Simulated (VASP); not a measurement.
Input of a VASP 6.6.1 run:

The input INCAR:

```
SYSTEM = MgO
PREC = Accurate
ENCUT = 520
EDIFF = 1E-6
ISMEAR = 1
SIGMA = 0.2
LREAL = .False.
LASPH = .True.
NELM = 80
ALGO = Normal
ISIF = 2
LWAVE = .False.
LCHARG = .False.
GGA = PS
NBANDS = 11
```

File KPOINTS:

```
Automatic mesh
0
Gamma
  8 8 8
  0 0 0
```

File POSCAR:

```
MgO
1.0
    0.0000000000      2.1021674168      2.1021674168
    2.1021674168      0.0000000000      2.1021674168
    2.1021674168      2.1021674168      0.0000000000
Mg O
1 1
Direct
    0.0000000000      0.0000000000      0.0000000000
    0.5000000000      0.5000000000      0.5000000000
```

Potentials or basis: VASP PAW PBE potentials, release 64 (Mg, O).

Command:

```sh
$ cat potpaw_PBE.64/Mg/POTCAR potpaw_PBE.64/O/POTCAR > POTCAR
$ mpirun -np 1 vasp_std > vasp.out
```

(1) Predict the pressure.

(2) Estimate the band gap on the k mesh.

## Answers

(1) 0.6 GPa.

(2) 4.69 eV, direct.

Caveat: the PAW data sets were made with another functional, which shifts forces and pressure a little.
